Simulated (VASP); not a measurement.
Set up this calculation in VASP 6.6.1, as the native input.

```yaml
Task: single point
Functional: LDA
Potentials_or_basis: VASP PAW LDA potentials, release 64 (Al, O)
Cutoff: 520 eV
k_mesh: 12 × 12 × 4
Occupations: gaussian, width 0.05 eV
Spin: no spin polarisation
Dipole_correction: no
Further_INCAR_settings: ALGO = Normal; EDIFF = 1e-06; NBANDS = 20
```

The structure of Al2O3 lies in POSCAR:

```
Al2O3
1.0
    2.9231237712      0.0000000000      0.0000000000
   -1.4615618856      2.5314994443      0.0000000000
    0.0000000000      0.0000000000      8.0715490666
Al O
2 3
Direct
    0.0000000000      0.0000000000      0.2779510000
    0.0000000000      0.0000000000      0.7220490000
    0.3333333333      0.6666666667      0.1994540000
    0.6666666667      0.3333333333      0.8005460000
    0.0000000000      0.0000000000      0.5000000000
```

This cell differs from its parent crystal: ratio of the length along z to the lengths across it x 1.1, volume and fractional coordinates fixed.

The input as run:

INCAR

```
SYSTEM = Al2O3
PREC = Accurate
ENCUT = 520
EDIFF = 1E-6
ISMEAR = 0
SIGMA = 0.05
LREAL = .FALSE.
LASPH = .TRUE.
NELM = 60
ALGO = Normal
ISIF = 2
LWAVE = .FALSE.
LCHARG = .FALSE.
GGA = CA
NBANDS = 20
```

KPOINTS

```
Automatic mesh
0
G
  12 12 4
  0 0 0
```

Potentials or basis: VASP PAW LDA potentials, release 64 (Al, O).

Launch:

```sh
$ cat potpaw_LDA.64/Al/POTCAR potpaw_LDA.64/O/POTCAR > POTCAR
$ mpirun -np 1 vasp_std > vasp.out
```

It gave:

```json
{
 "Pressure": "-7.9 GPa",
 "Largest force": "2.784 eV/Å",
 "Band gap on the k mesh": "1.14 eV, direct"
}
```

Caveat: forces of over 1 eV/Å act on the atoms, so gaps and moduli don't describe the material at rest.

It took 37 s on 1 thread of AMD EPYC 9R45 96-Core Processor (Zen 5), on a shared host, peak memory 0.16 GiB.
